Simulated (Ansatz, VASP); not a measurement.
## C in VASP and in Ansatz

```xyz
4
Lattice="1.2160 -2.1480 0.0091 1.2233 2.1522 -0.0414 -0.0942 -0.0851 7.1477" Properties=species:S:1:pos:R:3 pbc="T T T"
C     1.2120    1.7491    5.3140
C     1.2021   -0.3988    1.6995
C     1.2063   -1.8208    1.7354
C     1.1714    0.2841    5.3304
```

Change from the starting cell: kmesh displaced: [4, 4, 1] Gamma-centred.

Alike in both runs: task single point; functional r2SCAN; k mesh 4 × 4 × 1; occupations gaussian, width 0.1 eV; no spin polarisation.

|  | VASP | Ansatz |
| --- | --- | --- |
| version | VASP 6.6.1 | Ansatz 0.2.0 |
| potentials or method | VASP PAW PBE potentials, release 64 (C), cutoff 520 eV | scalar-relativistic, plane waves, PAW |
| valence electrons in the cell | 16 | 16 |

```tsv
	VASP	Ansatz	Ansatz less VASP
gap on the k mesh at the Fermi level (eV)	3.39	3.39	-0.001
least direct gap on the mesh (eV)	3.44	3.44	0.000
pressure (GPa)	-0.2	-0.8	-0.62
traceless stress, the component that is largest in VASP (GPa)	-10.83	-11.12	-0.291
rms of the force components (eV/Å)	1.334	1.329	-0.0049
```

VASP's potentials were made for PBE, not for r2SCAN. Atom by atom the forces differ by 0.006 eV/Å (rms over components).

The k mesh is coarse, so the values compare programs but aren't converged.
